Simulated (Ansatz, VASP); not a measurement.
**One calculation of P, two programs**

```
P
1.0
     3.29619    0.00000    0.00000
     0.00000    4.43916    0.00000
     0.00000    0.00000   21.74620
P
8
Direct
  0.50000 0.91750 0.20693
  0.00000 0.58250 0.20693
  0.50000 0.08250 0.30456
  0.00000 0.41750 0.30456
  0.50000 0.08250 0.47517
  0.00000 0.41750 0.47517
  0.50000 0.91750 0.57280
  0.00000 0.58250 0.57280
```

Alike in both runs: task single point; functional PBE; dispersion D3(BJ); k mesh 8 × 6 × 1; occupations gaussian, width 0.05 eV; no spin polarisation.

```csv
,VASP,Ansatz
version,VASP 6.6.1,Ansatz 0.2.0
potentials or method,"VASP PAW PBE potentials, release 64 (P), cutoff 520 eV","scalar-relativistic, plane waves, PAW"
valence electrons in the cell,40,40
```

Ansatz gave:

| Quantity | Value |
| --- | --- |
| gap on the k mesh at the Fermi level (eV) | 0.10 |
| least direct gap on the mesh (eV) | 0.10 |
| rms of the force components (eV/Å) | 0.019 |

Question: What did VASP give for the same quantities?

Answer: gap on the k mesh at the Fermi level (eV): 0.12; least direct gap on the mesh (eV): 0.12; rms of the force components (eV/Å): 0.021.

Atom by atom the forces differ by 0.031 eV/Å (rms over components).
